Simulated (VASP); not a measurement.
As, 1 atom in the cell. It takes space group Pm-3m (No. 221, cubic). The conventional cell has a = 2.704 Å, b = 2.704 Å, c = 2.704 Å, α = 90.00°, β = 90.00°, γ = 90.00°. As (site symmetry m-3m) has 6 As at 2.70 Å within 3.6 Å. 

```yaml
Program: VASP 6.6.1
Task: vibrations by perturbation theory
Functional: PBEsol
Potentials_or_basis: VASP PAW PBE potentials, release 64 (As)
Cutoff: 500 eV
k_mesh: 5 × 5 × 5
Occupations: methfessel-paxton, width 0.1 eV
Spin: no spin polarisation
Dipole_correction: no
Further_INCAR_settings: ALGO = Normal; EDIFF = 1e-08; IBRION = 8; NSW = 1
```

Potentials or basis: VASP PAW PBE potentials, release 64 (As).

Run with:

```console
$ cat potpaw_PBE.64/As/POTCAR > POTCAR
$ mpirun -np 1 vasp_std > vasp.out
```

Hardware: 1 thread of Intel Xeon 8259CL, on a shared host.

Q: How long does it take, and how much memory?

A: Run time: 18 s on 1 thread of Intel Xeon 8259CL, on a shared host, peak memory 0.13 GiB. Counts: scf iterations 21, k points 10.
